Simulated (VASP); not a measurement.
Input of a VASP 6.6.1 run:

File INCAR:

```
  PREC = Accurate
  ENCUT = 600
  EDIFF = 1E-6
  ISMEAR = 0
  SIGMA = 0.1
  LREAL = F
  LASPH = T
  NELM = 80
  ALGO = Normal
  ISIF = 4
  LWAVE = F
  LCHARG = F
  GGA = PE
  IBRION = 2
  NSW = 50
  EDIFFG = -0.01
```

File KPOINTS:

```
Automatic mesh
0
Gamma
  14 14 8
```

The input POSCAR:

```
CuO
1.0
    2.0323833771     -2.0365933468      0.0000000000
    2.0323833771      2.0365933468      0.0000000000
    0.0000000000      0.0000000000      5.0858320730
Cu O
2 2
Direct
    0.0000000000      0.5000000000      0.0000000000
    0.5000000000      0.0000000000      0.5000000000
    0.5000000000      0.5000000000      0.2500000000
    0.5000000000      0.5000000000      0.7500000000
```

Potentials or basis: VASP PAW PBE potentials, release 64 (Cu, O).

Run with:

```sh
$ cat potpaw_PBE.64/Cu/POTCAR potpaw_PBE.64/O/POTCAR > POTCAR
$ mpirun -np 1 vasp_std > vasp.out
```

Q: Predict the band gap on the k mesh.

A: Zero (bands 17 and 18 overlap by 1.15 eV).

The path:
| step | energy change (eV) | largest force (eV/Å) | pressure (GPa) | volume (Å³) |
| --- | --- | --- | --- | --- |
| 1 | 0.0000 | 0.0000 | 10.98 | 42.10 |
| 2 | -0.0033 | 0.0000 | 10.48 | 42.10 |
| 3 | -0.0045 | 0.0000 | 10.05 | 42.10 |

Caveat: semilocal functionals often make such compounds metallic where correlation or magnetic order opens a gap, which also shifts bond lengths. With open d or f shells a metallic result of PBE can be an artefact of self-interaction; +U or a hybrid may open a gap.
